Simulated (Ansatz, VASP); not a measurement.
**One calculation of BN, two programs**

```xyz
2
Lattice="0.0000 1.7058 1.7058 1.7058 0.0000 1.7058 1.7058 1.7058 0.0000" Properties=species:S:1:pos:R:3 pbc="T T T"
B     0.0000    0.0000    0.0000
N     1.7058    1.7058    1.7058
```

Change from the starting cell: volume scaled by 0.94, LAPW.

Alike in both runs: task single point; functional PBEsol; k mesh 15 × 15 × 15; occupations fermi-dirac, width 0.1 eV; no spin polarisation.

|  | VASP | Ansatz |
| --- | --- | --- |
| version | VASP 6.6.1 | Ansatz 0.2.0 |
| potentials or method | VASP PAW PBE potentials, release 64 (B, N), cutoff 600 eV | all-electron LAPW, scalar-relativistic |

Ansatz gave:

* pressure (GPa): 28.0

Problem. Estimate VASP's values.

Solution. Pressure (GPa): 28.1.

VASP's potentials were made for PBE, not for PBEsol. Ansatz ran all-electron here, and VASP with PAW potentials.
